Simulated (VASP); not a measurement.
# Si (Fddd) in VASP: a series of runs, part 2 of 3

VASP 6.6.1. The steps go on from the part before.

## Step 4: Single point, LDA

INCAR

```
SYSTEM = Si
PREC     = Accurate       ! precision mode
ENCUT    = 520            ! plane-wave cutoff, eV
EDIFF    = 1E-7           ! SCF threshold, eV
ISMEAR   = 0              ! smearing method
SIGMA    = 0.05           ! smearing width, eV
LREAL    = .False.        ! projectors in reciprocal space
LASPH    = .True.         ! aspherical terms in the spheres
NELM     = 100            ! most SCF steps
ALGO     = Normal         ! electronic algorithm
ISIF     = 2              ! what is computed and relaxed
LWAVE    = .False.        ! write WAVECAR
LCHARG   = .True.         ! write CHGCAR
LELF     = .True.         ! ELF
LVHAR    = .True.       
NBANDS   = 11             ! bands
```

KPOINTS

```
regular mesh
0
Gamma
  12 12 12
  0 0 0
```

POSCAR

```
Si
1.0
    0.0000000000      2.7041749396      2.8425908853
    2.5556309978      0.0000000000      2.8425908853
    2.5556309978      2.7041749396      0.0000000000
Si
2
Direct
    0.5000000000      0.5000000000      0.5000000000
    0.7500000000      0.7500000000      0.7500000000
```

Command:

```console
cat potpaw_LDA.64/Si/POTCAR > POTCAR
mpirun -np 1 vasp_std > vasp.out
```

It took 1.7 min on 1 thread of Intel Xeon Platinum 8259CL at 2.50GHz (Skylake/Cascade Lake), shared host; peak memory 0.2 GiB.

It converged, with:

```yaml
Free_energy: -11.8540 eV
Pressure: 0.0 GPa
Band_gap_on_the_k_mesh: zero (band 4 reaches 6.34 eV, above the bottom of band 5 at 5.93 eV)
```

Stress tensor (GPa, compression positive):
```
 4.56  0.00  0.00
 0.00  0.82  0.00
 0.00  0.00 -5.31
```

Levels at points of the mesh, in eV from the Fermi level:
| k point | band 1 | band 2 | band 3 | band 4 | band 5 | band 6 | band 7 | band 8 | band 9 |
| --- | --- | --- | --- | --- | --- | --- | --- | --- | --- |
| (0.00, 0.00, 0.00) | -12.23 | -0.53 | -0.11 | 0.22 | 2.23 | 2.44 | 2.61 | 3.16 | 6.75 |
| (0.50, 0.00, 0.00) | -9.83 | -7.22 | -1.79 | -0.92 | 1.06 | 2.92 | 3.70 | 7.50 | 9.85 |
| (0.50, 0.50, 0.00) | -8.33 | -8.33 | -2.62 | -2.62 | 0.86 | 0.86 | 9.61 | 9.61 | 11.01 |
| (0.50, 0.00, 0.50) | -8.02 | -8.02 | -3.00 | -3.00 | 0.46 | 0.46 | 8.99 | 8.99 | 11.18 |
| (0.00, 0.50, 0.50) | -7.69 | -7.69 | -3.44 | -3.44 | 0.01 | 0.01 | 9.56 | 9.56 | 11.31 |

Caveat: the cell differs from its parent crystal (strain +e along x and -e along y -0.0275, strain +e along z and -e/2 along x and y +0.0525).

## Step 5: Single point, LDA

INCAR

```
SYSTEM = Si
PREC = Accurate ; ENCUT = 520
EDIFF = 1E-6 ; ISMEAR = 0
SIGMA = 0.05 ; LREAL = .FALSE.
LASPH = .TRUE. ; NELM = 100
ALGO = Normal ; ISIF = 2
LWAVE = .FALSE. ; LCHARG = .FALSE.
GGA = CA ; NBANDS = 11
```

KPOINTS

```
Automatic mesh
0
G
  12 12 12
  0 0 0
```

POSCAR

```
Si
1.0
    0.0000000000      2.7278069303      2.7953269038
    2.5792629886      0.0000000000      2.7953269038
    2.5792629886      2.7278069303      0.0000000000
Si
2
Direct
    0.5000000000      0.5000000000      0.5000000000
    0.7500000000      0.7500000000      0.7500000000
```

Potentials or basis: VASP PAW LDA potentials, release 64 (Si).

Command:

```console
cat potpaw_LDA.64/Si/POTCAR > POTCAR
mpirun -np 1 vasp_std > vasp.out
```

OUTCAR:

```text
SYSTEM = Si
   PREC = Accurate
   ENCUT = 520
   EDIFF = 1E-6
   ISMEAR = 0
   LREAL = .FALSE.
   LASPH = .TRUE.
   NELM = 100
   ISIF = 2
   GGA = CA

 ion  position               nearest neighbor table
   1  0.500  0.500  0.500-   2 2.34   2 2.34   2 2.34   2 2.34
   2  0.750  0.750  0.750-   1 2.34   1 2.34   1 2.34   1 2.34

  LATTYP: Found a face centered orthorhombic cell.
 ALAT       =     5.1585259772
 B/A-ratio  =     1.0575916230
 C/A-ratio  =     1.0837696335

  Lattice vectors:

 A1 = (   0.0000000000,   2.7278069303,   2.7953269038)
 A2 = (   2.5792629886,   0.0000000000,   2.7953269038)
 A3 = (   2.5792629886,   2.7278069303,   0.0000000000)

Analysis of symmetry for initial positions (statically):
=====================================================================
 Subroutine PRICEL returns:
 Original cell was already a primitive cell.

 Routine SETGRP: Setting up the symmetry group for a
 face centered orthorhombic supercell.

 Subroutine GETGRP returns: Found  8 space group operations
 (whereof  4 operations were pure point group operations)
 out of a pool of  8 trial point group operations.

The static configuration has the point symmetry D_2 .
 The point group associated with its full space group is D_2h.

Analysis of symmetry for dynamics (positions and initial velocities):
=====================================================================
 Subroutine PRICEL returns:
 Original cell was already a primitive cell.

 Routine SETGRP: Setting up the symmetry group for a
 face centered orthorhombic supercell.

 Subroutine GETGRP returns: Found  8 space group operations
 (whereof  4 operations were pure point group operations)
 out of a pool of  8 trial point group operations.

The dynamic configuration has the point symmetry D_2 .
 The point group associated with its full space group is D_2h.

 Subroutine INISYM returns: Found  8 space group operations
 (whereof  4 operations are pure point group operations),
 and found     1 'primitive' translations

----------------------------------------------------------------------------------------

                                     Primitive cell

  volume of cell :      39.3343

  direct lattice vectors                    reciprocal lattice vectors
     0.000000000  2.727806930  2.795326904    -0.193853827  0.183297430  0.178869956
     2.579262989  0.000000000  2.795326904     0.193853827 -0.183297430  0.178869956
     2.579262989  2.727806930  0.000000000     0.193853827  0.183297430 -0.178869956

  length of vectors
     3.905737209  3.803478679  3.754134816     0.321203541  0.321203541  0.321203541

  position of ions in fractional coordinates (direct lattice)
     0.500000000  0.500000000  0.500000000
     0.750000000  0.750000000  0.750000000

  ion indices of the primitive-cell ions
   primitive index   ion index
                 1           1
                 2           2

----------------------------------------------------------------------------------------

 KPOINTS: Automatic mesh

Automatic generation of k-mesh.
 Grid dimensions read from file:
 generate k-points for:   12   12   12

 Generating k-lattice:

  Cartesian coordinates                     Fractional coordinates (reciprocal lattice)
    -0.016154486  0.015274786  0.014905830     0.083333333  0.000000000  0.000000000
     0.016154486 -0.015274786  0.014905830     0.000000000  0.083333333  0.000000000
     0.016154486  0.015274786 -0.014905830     0.000000000  0.000000000  0.083333333

  Length of vectors
     0.026766962  0.026766962  0.026766962

  Shift w.r.t. Gamma in fractional coordinates (k-lattice)
     0.000000000  0.000000000  0.000000000

 Subroutine IBZKPT returns following result:
 ===========================================

 Found    280 irreducible k-points:

 Following reciprocal coordinates:
            Coordinates               Weight
  0.000000  0.000000  0.000000      1.000000
  0.083333  0.000000  0.000000      8.000000
  0.166667  0.000000  0.000000      8.000000
  0.250000  0.000000 -0.000000      8.000000
  0.333333 -0.000000  0.000000      8.000000
  0.416667 -0.000000 -0.000000      8.000000
[... 16 lines left out ...]
  0.500000  0.166667 -0.000000      8.000000
 -0.416667  0.166667  0.000000      8.000000
 [... further k-points ...]
   k-points           NKPTS =    280   k-points in BZ     NKDIM =    280   number of bands    NBANDS=     11
   number of dos      NEDOS =    301   number of ions     NIONS =      2
   total plane-waves  NPLWV =  23520
   dimension x,y,z NGX =    30 NGY =   28 NGZ =   28
   dimension x,y,z NGXF=    60 NGYF=   56 NGZF=   56
   ions per type =               2
   NGX,Y,Z   is equivalent  to a cutoff of  12.77, 12.24, 12.40 a.u.
   NGXF,Y,Z  is equivalent  to a cutoff of  25.54, 24.48, 24.80 a.u.
 SYSTEM =  Si
   PREC   = accura    normal or accurate (medium, high low for compatibility)
   ISTART =      0    job   : 0-new  1-cont  2-samecut
   ICHARG =      2    charge: 1-file 2-atom 10-const
   ISPIN  =      1    spin polarized calculation?
   LNONCOLLINEAR =      F non collinear calculations
   LSORBIT =      F    spin-orbit coupling
   LASPH  =      T    aspherical Exc in radial PAW
   ENCUT  =  520.0 eV  38.22 Ry    6.18 a.u.   7.26  7.07  6.98*2*pi/ulx,y,z
   NELM   =    100;   NELMIN=  2; NELMDL= -5     # of ELM steps
   EDIFF  = 0.1E-05   stopping-criterion for ELM
   LREAL  =      F    real-space projection
   EDIFFG = 0.1E-04   stopping-criterion for IOM
   NSW    =      0    number of steps for IOM
   IBRION =     -1    ionic relax: 0-MD 1-quasi-New 2-CG
   NFREE  =      0    steps in history (QN), initial steepest desc. (CG)
   ISIF   =      2    stress and relaxation
   ISYM   =      2    0-nonsym 1-usesym 2-fastsym
   POTIM  = 0.5000    time-step for ionic-motion
   TEBEG  =    0.0;   TEEND  =   0.0 temperature during run
   PSTRESS=    0.0 pullay stress
   NELECT =       8.0000    total number of electrons
   NUPDOWN=      -1.0000    fix difference up-down
   EMIN   =  10.00;   EMAX   =-10.00  energy-range for DOS
   EFERMI =   0.00;   METHOD = LEGACY
   ISMEAR =     0;   SIGMA  =   0.05  broadening in eV -4-tet -1-fermi 0-gaus
   EFERMI_NEDOS =   21; number of points for ismear=-14 and -15
   IALGO  =     38    algorithm
   IMIX   =      4    mixing-type and parameters
     AMIX     =   0.40;   BMIX     =  1.00
     AMIX_MAG =   1.60;   BMIX_MAG =  1.00
  volume/ion in A,a.u.               =      19.67       132.72
  Fermi-wavevector in a.u.,A,eV,Ry     =   0.962752  1.819337 12.611110  0.926890
  Thomas-Fermi vector in A             =   2.092238
   LORBIT       =      0    0 simple, 1 ext, 2 COOP (PROOUT), +10 PAW based schemes
   GGA     = CA    functional components
   LHFCALC =     F    Hartree Fock is set to
   AEXX    =    0.0000 exact exchange contribution
   IVDW    =     0    specifies the selected vdW correction
   LEPSILON=     F    determine dielectric tensor
   LRPA    =     F    only Hartree local field effects (RPA)
 non-spin polarized calculation
 Gauss-broadening in eV      SIGMA  =   0.05
  energy-cutoff  :      520.00
  volume of cell :       39.33
 maximum number of plane-waves:      1076
 NGX is ok and might be reduce to    30
   NGX = 15   NGY = 15   NGZ = 13

 number of electron       8.0000000 magnetization

 Free energy of the ion-electron system (eV)
  ---------------------------------------------------
  ext. energy  EPLUGINS =         0.00000000
  ---------------------------------------------------
  free energy    TOTEN  =       -11.88178069 eV

  energy without entropy =      -11.88170221  energy(sigma->0) =      -11.88174145

 E-fermi :   6.0653     XC(G=0):  -9.6776

 val. band max:        6.0167066767   @ k =   0.0833   0.0000   0.0000
 cond. band min:       6.1613107599   @ k =   0.0000   0.3333   0.3333
 fundamental gap:      0.1446040833
 Fermi energy:         6.0652908091

 k-point     1 :       0.0000    0.0000    0.0000
  band No.  band energies     occupation
      1      -6.1203      2.00000
      2       5.7126      2.00000
      3       5.9144      1.99998
      4       6.2606      0.00000
      5       8.3505      0.00000
      6       8.5572      0.00000
      7       8.6389      0.00000
      8       9.3102      0.00000
      9      13.0488      0.00000
     10      13.7201      0.00000
     11      14.2785      0.00000
[... 309 lines left out ...]
 k-point    24 :      -0.4167    0.1667    0.0000
  band No.  band energies     occupation
      1      -3.4471      2.00000
      2      -0.9366      2.00000
      3       2.6633      2.00000
      4       4.6198      2.00000
      5       8.3441      0.00000
      6       9.5835      0.00000
      7      10.6218      0.00000
      8      14.0413      0.00000
      9      14.3034      0.00000
     10      14.9945      0.00000
     11      16.9151      0.00000

 [... further k-points ...]
[... 5 lines left out ...]
  --------------------------------------------------------------------------------------
  -------------------------------------------------------------------------------------
  Total        0.9543057     -0.1033758     -0.8189221      0.0000000      0.0000000      0.0000000
  in kB       38.8710468     -4.2107330    -33.3565631      0.0000000      0.0000000      0.0000000
  external PRESSURE =       0.4345836 kB  Pullay stress =       0.0000000 kB

 VOLUME and BASIS-vectors are now :
 -----------------------------------------------------------------------------
  energy-cutoff  :      520.00
  volume of cell :       39.33
      direct lattice vectors                 reciprocal lattice vectors
     0.000000000  2.727806930  2.795326904    -0.193853827  0.183297430  0.178869956
     2.579262989  0.000000000  2.795326904     0.193853827 -0.183297430  0.178869956
     2.579262989  2.727806930  0.000000000     0.193853827  0.183297430 -0.178869956

 POSITION                                       TOTAL-FORCE (eV/Angst)
 -----------------------------------------------------------------------------------
      2.57926      2.72781      2.79533         0.000000      0.000000     -0.000000
      3.86889      4.09171      4.19299         0.000000      0.000000      0.000000
 -----------------------------------------------------------------------------------
    total drift:                               -0.000000     -0.000000     -0.000000

  FREE ENERGIE OF THE ION-ELECTRON SYSTEM (eV)
  ---------------------------------------------------
  free  energy   TOTEN  =       -11.8817806884 eV

  energy  without entropy=      -11.8817022063  energy(sigma->0) =      -11.88174145
```

stdout:

```text
POSCAR found type information on POSCAR Si
 POSCAR found :  1 types and       2 ions
 scaLAPACK will be used
 LDA part: xc-table for (Slater(with rela. corr.)+CA(PZ))
 , standard interpolation
 POSCAR, INCAR and KPOINTS ok, starting setup
 FFT: planning ... GRIDC
 FFT: planning ... GRID_SOFT
 FFT: planning ... GRID
 WAVECAR not read
 entering main loop
```

Wall time 97 s (1 thread of Intel Xeon Platinum 8259CL at 2.50GHz (Skylake/Cascade Lake), shared host); peak memory 0.2 GiB.

What came out:

```
Free energy            : -11.8818 eV
Pressure               : 0.0 GPa
Band gap on the k mesh : zero (band 4 reaches 6.26 eV, above the bottom of band 5 at 5.99 eV)
```

Stress tensor (GPa, compression positive):
```
 3.89  0.00  0.00
 0.00 -0.42  0.00
 0.00  0.00 -3.34
```

Levels at points of the mesh, in eV from the Fermi level:
| k point | band 1 | band 2 | band 3 | band 4 | band 5 | band 6 | band 7 | band 8 | band 9 |
| --- | --- | --- | --- | --- | --- | --- | --- | --- | --- |
| (0.00, 0.00, 0.00) | -12.19 | -0.35 | -0.15 | 0.20 | 2.29 | 2.49 | 2.57 | 3.24 | 6.98 |
| (0.50, 0.00, 0.00) | -9.79 | -7.18 | -1.65 | -0.99 | 1.22 | 2.94 | 3.62 | 7.50 | 9.99 |
| (0.50, 0.50, 0.00) | -8.19 | -8.19 | -2.72 | -2.72 | 0.76 | 0.76 | 9.65 | 9.65 | 11.12 |
| (0.50, 0.00, 0.50) | -8.03 | -8.03 | -2.91 | -2.91 | 0.56 | 0.56 | 9.35 | 9.35 | 11.49 |
| (0.00, 0.50, 0.50) | -7.70 | -7.70 | -3.34 | -3.34 | 0.11 | 0.11 | 9.84 | 9.84 | 11.09 |

Caveat: the cell differs from its parent crystal (strain +e along x and -e along y -0.0275, strain +e along z and -e/2 along x and y +0.0350).

(Part 2 of 3 ends here.)
